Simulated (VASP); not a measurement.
Wanted: the native input for a VASP 6.6.1 run.

```yaml
Task: single point
Functional: PBE
Potentials_or_basis: VASP PAW PBE potentials, release 64 (Nb_sv)
Cutoff: 520 eV
k_mesh: 20 × 20 × 20
Occupations: gaussian, width 0.15 eV
Spin: no spin polarisation
Dipole_correction: no
Further_INCAR_settings: ALGO = Fast; EDIFF = 1e-06; NBANDS = 12
```

The structure of Nb lies in POSCAR:

```
Nb
1.0
   -1.5807525000      1.5807525000      1.5807525000
    1.5807525000     -1.5807525000      1.5807525000
    1.5807525000      1.5807525000     -1.5807525000
Nb
1
Direct
    0.0000000000      0.0000000000      0.0000000000
```

This cell differs from its parent crystal: strain -0.050 along x and y, -0.050 along z.

The input as run:

INCAR

```
SYSTEM = Nb
PREC = Accurate
ENCUT = 520
EDIFF = 1E-6
ISMEAR = 0
SIGMA = 0.15
LREAL = .False.
LASPH = .True.
NELM = 100
ALGO = Fast
ISIF = 2
LWAVE = .False.
LCHARG = .True.
GGA = PE
LELF = .True.
LVHAR = .True.
NBANDS = 12
```

KPOINTS

```
Automatic mesh
0
Gamma
  20 20 20
  0 0 0
```

Potentials or basis: VASP PAW PBE potentials, release 64 (Nb_sv).

Run with:

```sh
$ cat potpaw_PBE.64/Nb_sv/POTCAR > POTCAR
$ mpirun -np 1 vasp_std > vasp.out
```

It gave:

```yaml
Pressure: 29.9 GPa
```

Caveat: the cell differs from its parent crystal (strain -0.050 along x and y, -0.050 along z).

It took 42 s on 1 thread of Intel(R) Xeon(R) Platinum 8488C (Sapphire Rapids) (shared host), peak memory 0.16 GiB.
